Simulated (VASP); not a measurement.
Wanted: the native input for a VASP 6.6.1 run.

```
Task                   : single point
Functional             : BLYP
Potentials or basis    : VASP PAW PBE potentials, release 64 (Fe)
Cutoff                 : 600 eV
k mesh                 : 8 × 8 × 8
Occupations            : fermi-dirac, width 0.1 eV
Spin                   : collinear spin, ferromagnetic start
Starting moments       : [2.267] μB
Dipole correction      : no
Further INCAR settings : ALGO = Normal; EDIFF = 1e-06; NBANDS = 14
```

The structure of Fe lies in POSCAR:

```
Fe
1.0
   -1.4374723442      1.4374723442      1.4374723442
    1.4374723442     -1.4374723442      1.4374723442
    1.4374723442      1.4374723442     -1.4374723442
Fe
1
Direct
    0.0000000000      0.0000000000      0.0000000000
```

The input as run:

INCAR

```
PREC = Accurate ; ENCUT = 600
EDIFF = 1E-6 ; ISMEAR = -1
SIGMA = 0.1 ; LREAL = False
LASPH = True ; NELM = 200
ALGO = Normal ; ISIF = 2
LWAVE = False ; LCHARG = False
ISPIN = 2 ; MAGMOM = 2.267
LORBIT = 11 ; LMAXMIX = 4
GGA = B5 ; ALDAX = 1.0
AGGAX = 1.0 ; AGGAC = 1.0
ALDAC = 0.0 ; NBANDS = 14
GGA_COMPAT = False
```

KPOINTS

```
regular mesh
0
Gamma
  8 8 8
```

Potentials or basis: VASP PAW PBE potentials, release 64 (Fe).

The run is started by

```bash
$ cat potpaw_PBE.64/Fe/POTCAR > POTCAR
$ mpirun -np 1 vasp_std > vasp.out
```

Results of the run:

```yaml
Pressure: 0.7 GPa
Net_moment: 2.24 μB per cell
Site_moments: Fe +2.24 μB
Valence_electrons_inside_the_program's_atomic_spheres: Fe 7.22
```

Caveat: the k points lie up to 0.39 Å⁻¹ apart; the PAW data sets were made with another functional, which shifts forces and pressure a little.

It took 12 s on 1 thread of AMD EPYC 9R45 96-Core Processor (Zen 5), with other jobs on the host, peak memory 0.1 GiB.
